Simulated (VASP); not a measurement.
# MgO (Fm-3m) in VASP: a series of runs

The runs below take MgO through elastic constants, with LDA.

Everything below comes from runs of VASP 6.6.1. Logs are shortened: lines on timing, memory, paths and dates and some standing lists are left out, and cuts for length are marked.

## (1) The cell of the first run

Symmetry: Fm-3m, No. 225, cubic system. Conventional cell: a = 4.151 Å, b = 4.151 Å, c = 4.151 Å, α = 90.00°, β = 90.00°, γ = 90.00°. Within 2.7 Å of Mg (site symmetry m-3m) lie 6 O at 2.08 Å. Within 2.7 Å of O (site symmetry m-3m) lie 6 Mg at 2.08 Å.

## (2) Elastic constants, LDA

The input, INCAR:

```
SYSTEM = MgO
ALGO     = Normal         ! electronic algorithm
EDIFF    = 1E-8           ! SCF threshold, eV
ENCUT    = 600            ! plane-wave cutoff, eV
IBRION   = 6              ! ionic algorithm
ISIF     = 3              ! what is computed and relaxed
ISMEAR   = 0              ! smearing method
LASPH    = .True.         ! aspherical terms in the spheres
LCHARG   = .False.        ! write CHGCAR
LREAL    = .False.        ! projectors in reciprocal space
LWAVE    = .False.        ! write WAVECAR
NBANDS   = 11             ! bands
NELM     = 80             ! most SCF steps
NFREE    = 2            
NSW      = 1              ! ionic steps
POTIM    = 0.015          ! step
PREC     = Accurate       ! precision mode
SIGMA    = 0.01           ! smearing width, eV
```

The input, KPOINTS:

```
k-points
0
Gamma
  10 10 10
  0 0 0
```

The input, POSCAR:

```
MgO
1.0
    0.0000000000      2.0757469746      2.0757469746
    2.0757469746      0.0000000000      2.0757469746
    2.0757469746      2.0757469746      0.0000000000
Mg O
1 1
Direct
    0.0000000000      0.0000000000      0.0000000000
    0.5000000000      0.5000000000      0.5000000000
```

Potentials or basis: VASP PAW LDA potentials, release 64 (Mg, O).

Started as:

```sh
> cat potpaw_LDA.64/Mg/POTCAR potpaw_LDA.64/O/POTCAR > POTCAR
> mpirun -np 1 vasp_std > vasp.out
```

OUTCAR:

```text
SYSTEM = MgO
   EDIFF = 1E-8
   ENCUT = 600
   IBRION = 6
   ISIF = 3
   ISMEAR = 0
   LASPH = .True.
   LREAL = .False.
   NELM = 80
   NFREE = 2
   NSW = 1
   POTIM = 0.015
   PREC = Accurate

 ion  position               nearest neighbor table
   1  0.000  0.000  0.000-   2 2.08   2 2.08   2 2.08   2 2.08   2 2.08   2 2.08
   2  0.500  0.500  0.500-   1 2.08   1 2.08   1 2.08   1 2.08   1 2.08   1 2.08

  LATTYP: Found a face centered cubic cell.
 ALAT       =     4.1514939492

  Lattice vectors:

 A1 = (   0.0000000000,   2.0757469746,   2.0757469746)
 A2 = (   2.0757469746,   0.0000000000,   2.0757469746)
 A3 = (   2.0757469746,   2.0757469746,   0.0000000000)

Analysis of symmetry for initial positions (statically):
=====================================================================
 Subroutine PRICEL returns:
 Original cell was already a primitive cell.

 Routine SETGRP: Setting up the symmetry group for a
 face centered cubic supercell.

 Subroutine GETGRP returns: Found 48 space group operations
 (whereof 48 operations were pure point group operations)
 out of a pool of 48 trial point group operations.

The static configuration has the point symmetry O_h .

Analysis of symmetry for dynamics (positions and initial velocities):
=====================================================================
 Subroutine PRICEL returns:
 Original cell was already a primitive cell.

 Routine SETGRP: Setting up the symmetry group for a
 face centered cubic supercell.

 Subroutine GETGRP returns: Found 48 space group operations
 (whereof 48 operations were pure point group operations)
 out of a pool of 48 trial point group operations.

The dynamic configuration has the point symmetry O_h .

 Subroutine INISYM returns: Found 48 space group operations
 (whereof 48 operations are pure point group operations),
 and found     1 'primitive' translations

----------------------------------------------------------------------------------------

                                     Primitive cell

  volume of cell :      17.8876

  direct lattice vectors                    reciprocal lattice vectors
     0.000000000  2.075746975  2.075746975    -0.240877143  0.240877143  0.240877143
     2.075746975  0.000000000  2.075746975     0.240877143 -0.240877143  0.240877143
     2.075746975  2.075746975  0.000000000     0.240877143  0.240877143 -0.240877143

  length of vectors
     2.935549524  2.935549524  2.935549524     0.417211449  0.417211449  0.417211449

  position of ions in fractional coordinates (direct lattice)
     0.000000000  0.000000000  0.000000000
     0.500000000  0.500000000  0.500000000

  ion indices of the primitive-cell ions
   primitive index   ion index
                 1           1
                 2           2

----------------------------------------------------------------------------------------

 KPOINTS: k-points

Automatic generation of k-mesh.
 Grid dimensions read from file:
 generate k-points for:   10   10   10

 Generating k-lattice:
[... 106 lines left out ...]
  ---------------------------------------------------
  ext. energy  EPLUGINS =         0.00000000
  ---------------------------------------------------
  free energy    TOTEN  =       -13.44889544 eV

  energy without entropy =      -13.44889544  energy(sigma->0) =      -13.44889544

------------------------ aborting loop because EDIFF is reached ----------------------------------------

  FORCE on cell =-STRESS in cart. coord.  units (eV):
  Direction    XX          YY          ZZ          XY          YZ          ZX
  --------------------------------------------------------------------------------------
  -------------------------------------------------------------------------------------
  Total       -0.1113040     -0.1113040     -0.1113040      0.0000000      0.0000000      0.0000000
  in kB       -9.9693814     -9.9693814     -9.9693814      0.0000000      0.0000000      0.0000000
  external PRESSURE =      -9.9693814 kB  Pullay stress =       0.0000000 kB
[... 89 lines left out ...]
  FREE ENERGIE OF THE ION-ELECTRON SYSTEM (eV)
  ---------------------------------------------------
  free  energy   TOTEN  =       -13.4460879878 eV

  energy  without entropy=      -13.4460879878  energy(sigma->0) =      -13.44608799

[... ionic steps 4 to 14 ...]

--------------------------------------- Ionic step       15  -------------------------------------------

 number of electron       8.0000000 magnetization

------------------------ aborting loop because EDIFF is reached ----------------------------------------
[... 67 lines left out ...]
--------------------------------------- Ionic step       17  -------------------------------------------

 number of electron       8.0000000 magnetization

 Free energy of the ion-electron system (eV)
  ---------------------------------------------------
  ext. energy  EPLUGINS =         0.00000000
  ---------------------------------------------------
  free energy    TOTEN  =       -13.44819155 eV

  energy without entropy =      -13.44819155  energy(sigma->0) =      -13.44819155

 E-fermi :   3.3176     XC(G=0): -11.8029

 val. band max:        3.2155798970   @ k =   0.0000   0.0000   0.0000
 cond. band min:       8.3089828851   @ k =   0.0000   0.0000   0.0000
 fundamental gap:      5.0934029881
 Fermi energy:         3.3175810831

 k-point     1 :       0.0000    0.0000    0.0000
  band No.  band energies     occupation
      1     -14.0190      2.00000
      2       3.2153      2.00000
      3       3.2156      2.00000
      4       3.2156      2.00000
      5       8.3090      0.00000
      6      18.9798      0.00000
      7      18.9803      0.00000
      8      18.9803      0.00000
      9      23.1185      0.00000
     10      24.8172      0.00000
     11      24.8179      0.00000
[... 309 lines left out ...]
 k-point    24 :       0.4000    0.3000    0.0000
  band No.  band energies     occupation
      1     -12.6148      2.00000
      2      -0.5578      2.00000
      3       1.8213      2.00000
      4       2.0574      2.00000
      5      12.9602      0.00000
      6      13.3875      0.00000
      7      17.0026      0.00000
      8      21.6480      0.00000
      9      21.8665      0.00000
     10      28.3249      0.00000
     11      30.7875      0.00000

 [... further k-points ...]
[... 5 lines left out ...]
  --------------------------------------------------------------------------------------
  -------------------------------------------------------------------------------------
  Total       -0.1007701     -0.1112548     -0.1112548     -0.0000000      0.0000000      0.0000000
  in kB       -9.0258679     -9.9649731     -9.9649731     -0.0000000      0.0000000      0.0000000
  external PRESSURE =      -9.6519380 kB  Pullay stress =       0.0000000 kB
[... 17 lines left out ...]
  FREE ENERGIE OF THE ION-ELECTRON SYSTEM (eV)
  ---------------------------------------------------
  free  energy   TOTEN  =       -13.4481915488 eV

  energy  without entropy=      -13.4481915488  energy(sigma->0) =      -13.44819155

 INTERNAL STRAIN TENSORS FROM STRAINED CELLS
 ============================================

 INTERNAL STRAIN TENSOR FOR ION    1 for displacements in x,y,z  (eV/Angst):
          X           Y           Z          XY          YZ          ZX
  --------------------------------------------------------------------------------
  x     0.00000     0.00000     0.00000     0.00000     0.00000     0.00000
  y    -0.00000     0.00000     0.00000     0.00000     0.00000    -0.00000
  z     0.00000    -0.00000    -0.00000    -0.00000     0.00000    -0.00000

 INTERNAL STRAIN TENSORS FROM DISPLACED ATOMS
 ============================================

 INTERNAL STRAIN TENSOR FOR ION    1 for displacements in x,y,z  (eV/Angst):
          X           Y           Z          XY          YZ          ZX
  --------------------------------------------------------------------------------
  x     0.00000     0.00000     0.00000     0.00000     0.00000     0.00000
  y     0.00000     0.00000     0.00000     0.00000     0.00000     0.00000
  z     0.00000     0.00000     0.00000     0.00000     0.00000     0.00000

 INTERNAL STRAIN TENSOR FOR ION    2 for displacements in x,y,z  (eV/Angst):
          X           Y           Z          XY          YZ          ZX
  --------------------------------------------------------------------------------
  x     0.00000     0.00000     0.00000     0.00000     0.00000     0.00000
  y     0.00000     0.00000     0.00000     0.00000     0.00000     0.00000
  z     0.00000     0.00000     0.00000     0.00000     0.00000     0.00000

 Eigenvectors and eigenvalues of the dynamical matrix
 ----------------------------------------------------

   1 f  =   12.594155 THz    79.131407 2PiTHz  420.095780 cm-1    52.085215 meV
             X         Y         Z           dx          dy          dz
      0.000000  0.000000  0.000000     0.000000    0.630092    0.000000
      2.075747  2.075747  2.075747     0.000000   -0.776521    0.000000
[... 21 lines left out ...]
   6 f/i=    0.000550 THz     0.003456 2PiTHz    0.018345 cm-1     0.002275 meV
             X         Y         Z           dx          dy          dz
      0.000000  0.000000  0.000000     0.000000    0.000000    0.776521
      2.075747  2.075747  2.075747     0.000000    0.000000    0.630092

--------------------------------------------------------------------------------------------------------

 ELASTIC MODULI CONTR FROM IONIC RELAXATION (kBar)
 Direction    XX          YY          ZZ          XY          YZ          ZX
 --------------------------------------------------------------------------------
 XX           0.0000      0.0000      0.0000      0.0000      0.0000      0.0000
 YY           0.0000      0.0000      0.0000      0.0000      0.0000      0.0000
 ZZ           0.0000      0.0000      0.0000      0.0000      0.0000      0.0000
 XY           0.0000      0.0000      0.0000      0.0000      0.0000      0.0000
 YZ           0.0000      0.0000      0.0000      0.0000      0.0000      0.0000
 ZX           0.0000      0.0000      0.0000      0.0000      0.0000      0.0000
 --------------------------------------------------------------------------------

 TOTAL ELASTIC MODULI (kBar)
 Direction    XX          YY          ZZ          XY          YZ          ZX
 --------------------------------------------------------------------------------
 XX        3356.8587    960.1268    960.1268     -0.0000      0.0000      0.0000
 YY         960.1268   3356.8587    960.1268      0.0000     -0.0000      0.0000
 ZZ         960.1268    960.1268   3356.8587      0.0000     -0.0000     -0.0000
 XY          -0.0000      0.0000      0.0000   1555.8459      0.0000     -0.0000
 YZ           0.0000     -0.0000     -0.0000      0.0000   1555.8459      0.0000
 ZX           0.0000      0.0000     -0.0000     -0.0000      0.0000   1555.8459
 --------------------------------------------------------------------------------
```

Wall time 5.3 min (1 thread of Intel Xeon 8259CL, shared host); peak memory 0.24 GiB.

Results:

- Elastic constants C11, C12, C44: 336, 96, 156 GPa
- Voigt bulk modulus: 176 GPa
- Highest phonon frequency at Γ, LO-TO splitting left out: 420 cm⁻¹

Phonon frequencies in cm⁻¹ (negative: imaginary):
```
              q point        frequencies
(0.000, 0.000, 0.000)  0 0 0 420 420 420
```

Elastic tensor in Voigt notation (GPa, in the Cartesian axes of the cell as first typed):
```
336  96  96   0   0   0
 96 336  96   0   0   0
 96  96 336   0   0   0
  0   0   0 156   0   0
  0   0   0   0 156   0
  0   0   0   0   0 156
```

Clamped-ion elastic tensor (GPa):
```
336  96  96   0   0   0
 96 336  96   0   0   0
 96  96 336   0   0   0
  0   0   0 156   0   0
  0   0   0   0 156   0
  0   0   0   0   0 156
```

## (3) Elastic constants, LDA

This run uses another cell than the first one, of 8.99 Å³/atom.

The input, INCAR:

```
ALGO     = Normal         # electronic algorithm
EDIFF    = 1E-8           # SCF threshold, eV
ENCUT    = 600            # plane-wave cutoff, eV
IBRION   = 6              # ionic algorithm
ISIF     = 3              # what is computed and relaxed
ISMEAR   = 0              # smearing method
LASPH    = T              # aspherical terms in the spheres
LCHARG   = F              # write CHGCAR
LREAL    = F              # projectors in reciprocal space
LWAVE    = F              # write WAVECAR
NBANDS   = 11             # bands
NELM     = 80             # most SCF steps
NFREE    = 2            
NSW      = 1              # ionic steps
POTIM    = 0.015          # step
PREC     = Accurate       # precision mode
SIGMA    = 0.01           # smearing width, eV
```

The input, KPOINTS:

```
k-points
0
Gamma
  10 10 10
```

The input, POSCAR:

```
MgO
1.0
    0.0000000000      2.0795917026      2.0795917026
    2.0795917026      0.0000000000      2.0795917026
    2.0795917026      2.0795917026      0.0000000000
Mg O
1 1
Direct
    0.0000000000      0.0000000000      0.0000000000
    0.5000000000      0.5000000000      0.5000000000
```

Potentials or basis: VASP PAW LDA potentials, release 64 (Mg, O).

Started as:

```sh
> cat potpaw_LDA.64/Mg/POTCAR potpaw_LDA.64/O/POTCAR > POTCAR
> mpirun -np 1 vasp_std > vasp.out
```

Wall time 5.3 min (1 thread of Intel Xeon 8259CL, shared host); peak memory 0.25 GiB.

Results (log left out):

* Elastic constants C11, C12, C44: 328, 95, 155 GPa
* Voigt bulk modulus: 173 GPa
* Highest phonon frequency at Γ, LO-TO splitting left out: 415 cm⁻¹

Phonon frequencies in cm⁻¹ (negative: imaginary):
| q point | frequencies |
| --- | --- |
| (0.000, 0.000, 0.000) | 0 0 0 415 415 415 |

Elastic tensor in Voigt notation (GPa, in the Cartesian axes of the cell as first typed):
```
328  95  95   0   0   0
 95 328  95   0   0   0
 95  95 328   0   0   0
  0   0   0 155   0   0
  0   0   0   0 155   0
  0   0   0   0   0 155
```

Clamped-ion elastic tensor (GPa):
```
328  95  95   0   0   0
 95 328  95   0   0   0
 95  95 328   0   0   0
  0   0   0 155   0   0
  0   0   0   0 155   0
  0   0   0   0   0 155
```

Caveat: the cell is under stress, which shifts elastic constants.
